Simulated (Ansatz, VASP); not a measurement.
One calculation of TlAg3Te2, two programs

The input INCAR:

```
SYSTEM = TlAg3Te2
ALGO     = Normal         ! electronic algorithm
EDIFF    = 1E-8           ! SCF threshold, eV
ENCUT    = 520            ! plane-wave cutoff, eV
GGA      = PE             ! functional
ISIF     = 2              ! what is computed and relaxed
ISMEAR   = -1             ! smearing method
LASPH    = .TRUE.         ! aspherical terms in the spheres
LCHARG   = .FALSE.        ! write CHGCAR
LEFG     = .TRUE.       
LREAL    = .FALSE.        ! projectors in reciprocal space
LWAVE    = .FALSE.        ! write WAVECAR
NBANDS   = 38             ! bands
NELM     = 80             ! most SCF steps
PREC     = Accurate       ! precision mode
SIGMA    = 0.03           ! smearing width, eV
```

KPOINTS

```
k-points
0
G
  7 7 7
  0 0 0
```

Contents of POSCAR:

```
TlAg3Te2
1.0
    2.3000000000     -7.7250000000      0.0000000000
    2.3000000000      7.7250000000      0.0000000000
    0.0000000000      0.0000000000      4.7600000000
Tl Ag Te
1 3 2
Direct
    0.0000000000      0.0000000000      0.0000000000
    0.5000000000      0.5000000000      0.5000000000
    0.3150000000      0.6850000000      0.0000000000
    0.6850000000      0.3150000000      0.0000000000
    0.1250000000      0.8750000000      0.5000000000
    0.8750000000      0.1250000000      0.5000000000
```

Input for Ansatz:

```yaml
crystal:
  lattice:
    - [2.3, -7.725, 0.0]
    - [2.3, 7.725, 0.0]
    - [0.0, 0.0, 4.76]
  atoms:
    - { symbol: Tl, position: [0.0, 0.0, 0.0] }
    - { symbol: Ag, position: [0.5, 0.5, 0.5] }
    - { symbol: Ag, position: [0.315, 0.685, 0.0] }
    - { symbol: Ag, position: [0.685, 0.315, 0.0] }
    - { symbol: Te, position: [0.125, 0.875, 0.5] }
    - { symbol: Te, position: [0.875, 0.125, 0.5] }
kpoints:
  mp_grid: { grid: [7, 7, 7] }
  band_path:
    path:
      - [0.0, 0.0, 0.0]
      - [-0.5, 0.5, 0.0]
      - [-0.2721614772, 0.7278385228, 0.0]
      - [0.2721614772, 0.2721614772, 0.0]
      - [0.0, 0.0, 0.0]
      - [0.0, 0.0, 0.5]
      - [0.2721614772, 0.2721614772, 0.5]
      - [-0.2721614772, 0.7278385228, 0.5]
      - [-0.5, 0.5, 0.5]
    npoints: 14
scf:
  occupations: { method: fermi_dirac, width: 0.03 }
hamiltonian:
  xc: pbe
  pseudopotentials: { kind: paw }
output:
  forces: true
  stress: true
  eigenvalues: true
  efg: { contact_densities: true }
  populations: true
  bader: true
  dos: { projected: true, de: 0.2, e_range: [-14, 8] }
  write_density: true
  write_potential: true
  elf: true
  volumetric_format: npy
```

Alike in both runs: task electric field gradients; functional PBE; k mesh 7 × 7 × 7; occupations fermi-dirac, width 0.03 eV; no spin polarisation.

|  | VASP | Ansatz |
| --- | --- | --- |
| version | VASP 6.6.1 | Ansatz 0.2.0 |
| potentials or method | VASP PAW PBE potentials, release 64 (Tl_d, Ag, Te) | PAW with Ansatz's default frozen-core files, scalar-relativistic |
| plane-wave cutoff (eV) | 520 | 420 |
| valence electrons in the cell | 58 | 102 |

|  | VASP | Ansatz | Ansatz less VASP |
| --- | --- | --- | --- |
| pressure (GPa) | -1.7 | -1.7 | +0.04 |
| traceless stress, the component that is largest in VASP (GPa) | -3.61 | -3.60 | +0.006 |
| rms of the force components (eV/Å) | 0.463 | 0.464 | +0.0007 |
| size of Vzz on the site where it differs most (V/Å²) | 183.1 | 191.7 | +8.57 |

Atom by atom the forces differ by 0.001 eV/Å (rms over components). The functional is the same, so the differences come from potentials, cutoffs and numerics. VASP's potentials hold 58 valence electrons a cell and Ansatz's 102, so a difference there can come from the potentials and not from the codes.

Neither program's run includes spin-orbit coupling.
